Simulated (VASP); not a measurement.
A run of VASP 6.6.1 is set up as follows.

Contents of INCAR:

```
SYSTEM = MoS2
ALGO     = Normal         ! electronic algorithm
EDIFF    = 1E-6           ! SCF threshold, eV
ENCUT    = 500            ! plane-wave cutoff, eV
GGA      = PE             ! functional
GGA_COMPAT= .False.      
ISIF     = 2              ! what is computed and relaxed
ISMEAR   = -1             ! smearing method
LASPH    = .True.         ! aspherical terms in the spheres
LCHARG   = .False.        ! write CHGCAR
LREAL    = .False.        ! projectors in reciprocal space
LWAVE    = .False.        ! write WAVECAR
NBANDS   = 35             ! bands
NELM     = 120            ! most SCF steps
PREC     = Accurate       ! precision mode
SIGMA    = 0.15           ! smearing width, eV
```

Contents of KPOINTS:

```
k-points
0
Gamma
  9 9 2
  0 0 0
```

POSCAR

```
MoS2
1.0
    3.1690000000      0.0000000000      0.0000000000
   -1.5845000000      2.7444345046      0.0000000000
    0.0000000000      0.0000000000     12.3240000000
Mo S
2 4
Direct
    0.3333333333      0.6666666667      0.2500000000
    0.6666666667      0.3333333333      0.7500000000
    0.3333333333      0.6666666667      0.6230000000
    0.3333333333      0.6666666667      0.8770000000
    0.6666666667      0.3333333333      0.1230000000
    0.6666666667      0.3333333333      0.3770000000
```

Potentials or basis: VASP PAW PBE potentials, release 64 (Mo_sv, S).

Run with:

```console
$ cat potpaw_PBE.64/Mo_sv/POTCAR potpaw_PBE.64/S/POTCAR > POTCAR
$ mpirun -np 1 vasp_std > vasp.out
```

(1) Predict the band gap on the k mesh.

(2) What does it give for the pressure?

(3) Estimate the largest force.

## Answers

(1) 0.97 eV (least direct gap 1.66 eV).

(2) 1.9 GPa.

(3) 0.078 eV/Å.

Caveat: an odd mesh through Γ misses points on the zone boundary, where band edges can lie; this functional lacks dispersion, which binds the layers, so the pressure and a relaxed spacing across them are unreliable.
